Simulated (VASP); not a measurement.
# TiAl (P1) in VASP: single point with r2SCAN

Aim: the single point of TiAl with r2SCAN.

Everything below comes from runs of VASP 6.6.1. Logs are shortened: lines on timing, memory, paths and dates and some standing lists are left out, and cuts for length are marked.

## 1. The cell of the first run

The typed cell holds 2 atoms: a = 2.869 Å, b = 2.869 Å, c = 4.634 Å, α = 90.00°, β = 90.00°, γ = 120.00°.

## 2. Single point, r2SCAN (atoms moved at random)

The input, POSCAR:

```
TiAl
1.0
    2.8685970563      0.0000000000      0.0000000000
   -1.4342985281      2.4842779240      0.0000000000
    0.0000000000      0.0000000000      4.6338675650
Ti Al
1 1
Direct
   -0.0251737956     -0.0867089192      0.0029237668
    0.3585071289      0.7533755859      0.4970762332
```

The input, INCAR.step1:

```
  ALGO = Normal
  EDIFF = 1E-4
  ENCUT = 520
  GGA = PE
  ISMEAR = 0
  LASPH = True
  LCHARG = False
  LREAL = False
  LWAVE = True
  NBANDS = 14
  NELM = 80
  PREC = Accurate
  SIGMA = 0.15
```

The input, INCAR.step2:

```
  ALGO = Normal
  EDIFF = 1E-7
  ENCUT = 520
  ISIF = 2
  ISMEAR = 0
  ISTART = 1
  LASPH = True
  LCHARG = False
  LMIXTAU = True
  LREAL = False
  LWAVE = False
  METAGGA = R2SCAN
  NBANDS = 14
  NELM = 80
  PREC = Accurate
  SIGMA = 0.15
```

The input, KPOINTS:

```
k-points
0
Gamma
  12 12 8
```

Potentials or basis: VASP PAW PBE potentials, release 64 (Ti_sv, Al).

Command:

```console
$ cat potpaw_PBE.64/Ti_sv/POTCAR potpaw_PBE.64/Al/POTCAR > POTCAR
$ cp INCAR.step1 INCAR
$ mpirun -np 1 vasp_std > vasp.out
$ cp INCAR.step2 INCAR
$ mpirun -np 1 vasp_std > vasp.out
```

OUTCAR:

```text
EDIFF = 1E-7
   ENCUT = 520
   ISIF = 2
   ISMEAR = 0
   ISTART = 1
   LASPH = True
   LREAL = False
   METAGGA = R2SCAN
   NELM = 80
   PREC = Accurate

 ion  position               nearest neighbor table
   1  0.975  0.913  0.003-   2 2.68   2 2.72   2 2.79   2 2.83   2 3.10   2 3.14
   2  0.359  0.753  0.497-   1 2.68   1 2.72   1 2.79   1 2.83   1 3.10   1 3.14

  LATTYP: Found a hexagonal cell.
 ALAT       =     2.8685970563
 C/A-ratio  =     1.6153776477

  Lattice vectors:

 A1 = (   2.8685970563,   0.0000000000,   0.0000000000)
 A2 = (  -1.4342985281,   2.4842779240,   0.0000000000)
 A3 = (   0.0000000000,   0.0000000000,   4.6338675650)

Analysis of symmetry for initial positions (statically):
=====================================================================
 Subroutine PRICEL returns:
 Original cell was already a primitive cell.

 Routine SETGRP: Setting up the symmetry group for a
 hexagonal supercell.

 Subroutine GETGRP returns: Found  1 space group operations
 (whereof  1 operations were pure point group operations)
 out of a pool of 24 trial point group operations.

The static configuration has the point symmetry C_1 .

Analysis of symmetry for dynamics (positions and initial velocities):
=====================================================================
 Subroutine PRICEL returns:
 Original cell was already a primitive cell.

 Routine SETGRP: Setting up the symmetry group for a
 hexagonal supercell.

 Subroutine GETGRP returns: Found  1 space group operations
 (whereof  1 operations were pure point group operations)
 out of a pool of 24 trial point group operations.

The dynamic configuration has the point symmetry C_1 .

 Subroutine INISYM returns: Found  1 space group operations
 (whereof  1 operations are pure point group operations),
 and found     1 'primitive' translations

----------------------------------------------------------------------------------------

                                     Primitive cell

  volume of cell :      33.0228

  direct lattice vectors                    reciprocal lattice vectors
     2.868597056  0.000000000  0.000000000     0.348602463  0.201265726  0.000000000
    -1.434298528  2.484277924  0.000000000     0.000000000  0.402531452  0.000000000
     0.000000000  0.000000000  4.633867565     0.000000000  0.000000000  0.215802456

  length of vectors
     2.868597056  2.868597056  4.633867565     0.402531452  0.402531452  0.215802456

  position of ions in fractional coordinates (direct lattice)
     0.974826204  0.913291081  0.002923767
     0.358507129  0.753375586  0.497076233

  ion indices of the primitive-cell ions
   primitive index   ion index
                 1           1
                 2           2

----------------------------------------------------------------------------------------

 KPOINTS: k-points

Automatic generation of k-mesh.
 Grid dimensions read from file:
 generate k-points for:   12   12    8

 Generating k-lattice:

  Cartesian coordinates                     Fractional coordinates (reciprocal lattice)
     0.029050205  0.016772144  0.000000000     0.083333333 -0.000000000  0.000000000
     0.000000000  0.033544288  0.000000000     0.000000000  0.083333333  0.000000000
     0.000000000  0.000000000  0.026975307     0.000000000  0.000000000  0.125000000

  Length of vectors
     0.033544288  0.033544288  0.026975307

  Shift w.r.t. Gamma in fractional coordinates (k-lattice)
     0.000000000  0.000000000  0.000000000

 Subroutine IBZKPT returns following result:
 ===========================================

 Found    580 irreducible k-points:

 Following reciprocal coordinates:
            Coordinates               Weight
  0.000000  0.000000  0.000000      1.000000
  0.083333 -0.000000  0.000000      2.000000
  0.000000  0.083333  0.000000      2.000000
 -0.083333  0.083333  0.000000      2.000000
  0.166667  0.000000  0.000000      2.000000
  0.000000  0.166667  0.000000      2.000000
[... 16 lines left out ...]
  0.166667  0.083333  0.000000      2.000000
 -0.083333  0.250000  0.000000      2.000000
 [... further k-points ...]
   k-points           NKPTS =    580   k-points in BZ     NKDIM =    580   number of bands    NBANDS=     14
   number of dos      NEDOS =    301   number of ions     NIONS =      2
   total plane-waves  NPLWV =  20736
   dimension x,y,z NGX =    24 NGY =   24 NGZ =   36
   dimension x,y,z NGXF=    48 NGYF=   48 NGZF=   72
   ions per type =               1   1
   NGX,Y,Z   is equivalent  to a cutoff of  13.91, 13.91, 12.92 a.u.
   NGXF,Y,Z  is equivalent  to a cutoff of  27.82, 27.82, 25.83 a.u.
 SYSTEM =  unknown system
   PREC   = accura    normal or accurate (medium, high low for compatibility)
   ISTART =      1    job   : 0-new  1-cont  2-samecut
   ICHARG =      0    charge: 1-file 2-atom 10-const
   ISPIN  =      1    spin polarized calculation?
   LNONCOLLINEAR =      F non collinear calculations
   LSORBIT =      F    spin-orbit coupling
   LASPH  =      T    aspherical Exc in radial PAW
   ENCUT  =  520.0 eV  38.22 Ry    6.18 a.u.   5.33  5.33  8.62*2*pi/ulx,y,z
   NELM   =     80;   NELMIN=  2; NELMDL=  0     # of ELM steps
   EDIFF  = 0.1E-06   stopping-criterion for ELM
   LREAL  =      F    real-space projection
   EDIFFG = 0.1E-05   stopping-criterion for IOM
   NSW    =      0    number of steps for IOM
   IBRION =     -1    ionic relax: 0-MD 1-quasi-New 2-CG
   NFREE  =      0    steps in history (QN), initial steepest desc. (CG)
   ISIF   =      2    stress and relaxation
   ISYM   =      2    0-nonsym 1-usesym 2-fastsym
   POTIM  = 0.5000    time-step for ionic-motion
   TEBEG  =    0.0;   TEEND  =   0.0 temperature during run
   PSTRESS=    0.0 pullay stress
   NELECT =      15.0000    total number of electrons
   NUPDOWN=      -1.0000    fix difference up-down
   EMIN   =  10.00;   EMAX   =-10.00  energy-range for DOS
   EFERMI =   0.00;   METHOD = LEGACY
   ISMEAR =     0;   SIGMA  =   0.15  broadening in eV -4-tet -1-fermi 0-gaus
   EFERMI_NEDOS =   21; number of points for ismear=-14 and -15
   IALGO  =     38    algorithm
   IMIX   =      4    mixing-type and parameters
     AMIX     =   0.40;   BMIX     =  1.00
     AMIX_MAG =   1.60;   BMIX_MAG =  1.00
  volume/ion in A,a.u.               =      16.51       111.42
  Fermi-wavevector in a.u.,A,eV,Ry     =   1.258445  2.378116 21.547316  1.583683
  Thomas-Fermi vector in A             =   2.392054
   LORBIT       =      0    0 simple, 1 ext, 2 COOP (PROOUT), +10 PAW based schemes
   METAGGA = R2SCAN    functional components
   LHFCALC =     F    Hartree Fock is set to
   AEXX    =    0.0000 exact exchange contribution
   IVDW    =     0    specifies the selected vdW correction
   LEPSILON=     F    determine dielectric tensor
   LRPA    =     F    only Hartree local field effects (RPA)
 non-spin polarized calculation
 Gauss-broadening in eV      SIGMA  =   0.15
  energy-cutoff  :      520.00
  volume of cell :       33.02
 maximum number of plane-waves:       905
 NGX is ok and might be reduce to    24
   NGX = 11   NGY = 11   NGZ = 17

 number of electron      15.0000001 magnetization

 Free energy of the ion-electron system (eV)
  ---------------------------------------------------
  ext. energy  EPLUGINS =         0.00000000
  ---------------------------------------------------
  free energy    TOTEN  =       -20.09259754 eV

  energy without entropy =      -20.06604099  energy(sigma->0) =      -20.07931927

 E-fermi :   7.9118     XC(G=0): -11.7818

 val. band max:        7.9113763299   @ k =  -0.0833   0.3333   0.3750
 cond. band min:       7.9119476797   @ k =  -0.2500   0.0833  -0.3750
 fundamental gap:      0.0005713497
 Fermi energy:         7.9117898040

 k-point     1 :       0.0000    0.0000    0.0000
  band No.  band energies     occupation
      1     -50.8988      2.00000
      2     -26.1795      2.00000
      3     -25.7634      2.00000
      4     -25.7388      2.00000
      5      -1.5598      2.00000
      6       5.5266      2.00000
      7       5.9245      2.00000
      8       9.3305      0.00000
      9       9.3976      0.00000
     10      10.8557      0.00000
     11      11.1145      0.00000
     12      12.2345      0.00000
     13      21.5017      0.00000
     14      21.6136      0.00000

 k-point     2 :       0.0833   -0.0000    0.0000
  band No.  band energies     occupation
      1     -50.8921      2.00000
      2     -26.1729      2.00000
      3     -25.7937      2.00000
      4     -25.7595      2.00000
      5      -1.3770      2.00000
      6       5.7167      2.00000
      7       5.9490      2.00000
      8       9.1966      0.00000
      9       9.4980      0.00000
     10      10.8631      0.00000
     11      11.1047      0.00000
     12      12.2752      0.00000
     13      19.2412      0.00000
     14      20.4022      0.00000

 k-point     3 :       0.0000    0.0833    0.0000
  band No.  band energies     occupation
      1     -50.8922      2.00000
      2     -26.1731      2.00000
      3     -25.8045      2.00000
      4     -25.7482      2.00000
      5      -1.3781      2.00000
      6       5.7184      2.00000
      7       5.9731      2.00000
      8       9.1519      0.00000
      9       9.5419      0.00000
     10      10.8061      0.00000
     11      11.1252      0.00000
     12      12.2535      0.00000
     13      19.3863      0.00000
     14      20.2763      0.00000

 k-point     4 :      -0.0833    0.0833    0.0000
  band No.  band energies     occupation
      1     -50.8921      2.00000
      2     -26.1729      2.00000
      3     -25.7884      2.00000
      4     -25.7649      2.00000
      5      -1.3768      2.00000
      6       5.7162      2.00000
      7       5.9449      2.00000
      8       9.2012      0.00000
      9       9.4942      0.00000
     10      10.8843      0.00000
     11      11.0880      0.00000
     12      12.2798      0.00000
     13      19.2259      0.00000
     14      20.3895      0.00000

 k-point     5 :       0.1667    0.0000    0.0000
  band No.  band energies     occupation
      1     -50.8739      2.00000
      2     -26.1548      2.00000
      3     -25.9032      2.00000
      4     -25.7883      2.00000
      5      -0.8352      2.00000
      6       6.0062      2.00000
      7       6.2374      2.00000
      8       8.7550      0.00000
      9       9.9125      0.00000
     10      10.8098      0.00000
     11      11.1776      0.00000
[... 276 lines left out ...]
 k-point    22 :      -0.1667    0.0833    0.0000
  band No.  band energies     occupation
      1     -50.8797      2.00000
      2     -26.1603      2.00000
      3     -25.8569      2.00000
      4     -25.7915      2.00000
      5      -1.0134      2.00000
      6       5.9539      2.00000
      7       6.0784      2.00000
      8       8.9036      0.00000
      9       9.7668      0.00000
     10      10.9370      0.00000
     11      11.0809      0.00000
     12      12.3787      0.00000
     13      17.6803      0.00000
     14      18.0891      0.00000

 k-point    23 :       0.1667    0.0833    0.0000
  band No.  band energies     occupation
      1     -50.8582      2.00000
      2     -26.1394      2.00000
      3     -25.9978      2.00000
      4     -25.8113      2.00000
      5      -0.3053      2.00000
      6       6.1407      2.00000
      7       6.6872      2.00000
      8       8.3522      0.00003
      9      10.3175      0.00000
     10      10.5294      0.00000
     11      11.3975      0.00000
     12      12.4050      0.00000
     13      15.0695      0.00000
     14      17.1428      0.00000

 k-point    24 :      -0.0833    0.2500    0.0000
  band No.  band energies     occupation
      1     -50.8582      2.00000
      2     -26.1397      2.00000
      3     -26.0013      2.00000
      4     -25.8068      2.00000
      5      -0.3083      2.00000
      6       6.1949      2.00000
      7       6.6733      2.00000
      8       8.3604      0.00002
      9      10.3393      0.00000
     10      10.5146      0.00000
     11      11.3160      0.00000
     12      12.2958      0.00000
     13      15.4153      0.00000
     14      16.7865      0.00000

 [... further k-points ...]
[... 5 lines left out ...]
  --------------------------------------------------------------------------------------
  -------------------------------------------------------------------------------------
  Total        1.5934538     -1.5065310      0.8045872     -0.2363160     -0.0452730      0.0518087
  in kB       77.3101859    -73.0929197     39.0364550    -11.4654289     -2.1965258      2.5136198
  external PRESSURE =      14.4179071 kB  Pullay stress =       0.0000000 kB

 VOLUME and BASIS-vectors are now :
 -----------------------------------------------------------------------------
  energy-cutoff  :      520.00
  volume of cell :       33.02
      direct lattice vectors                 reciprocal lattice vectors
     2.868597056  0.000000000  0.000000000     0.348602463  0.201265726  0.000000000
    -1.434298528  2.484277924  0.000000000     0.000000000  0.402531452  0.000000000
     0.000000000  0.000000000  4.633867565     0.000000000  0.000000000  0.215802456

 POSITION                                       TOTAL-FORCE (eV/Angst)
 -----------------------------------------------------------------------------------
      1.48645      2.26887      0.01355        -0.443058      0.414669     -0.232918
     -0.05215      1.87159      2.30339         0.443058     -0.414669      0.232918
 -----------------------------------------------------------------------------------
    total drift:                               -0.000127      0.000168     -0.001154

  FREE ENERGIE OF THE ION-ELECTRON SYSTEM (eV)
  ---------------------------------------------------
  free  energy   TOTEN  =       -20.0925975387 eV

  energy  without entropy=      -20.0660409933  energy(sigma->0) =      -20.07931927
```

It took 24 min on 1 thread of Oxide Virtual Turin-like, shared host; peak memory 0.35 GiB.

Results:

```yaml
Free_energy: -20.0926 eV
Pressure: 1.4 GPa
Largest_force: 0.650 eV/Å
Band_gap_on_the_k_mesh: zero (an odd number of electrons rules out a gap without spin polarisation)
```

Forces on the atoms (eV/Å):
```
Ti  -0.443  0.415 -0.233
Al   0.443 -0.415  0.233
```

Caveat: the cell differs from its parent crystal (atoms moved at random); the stress differs along the axes, from -7 to 8 GPa; the PAW data sets were made with another functional, which shifts forces and pressure a little.
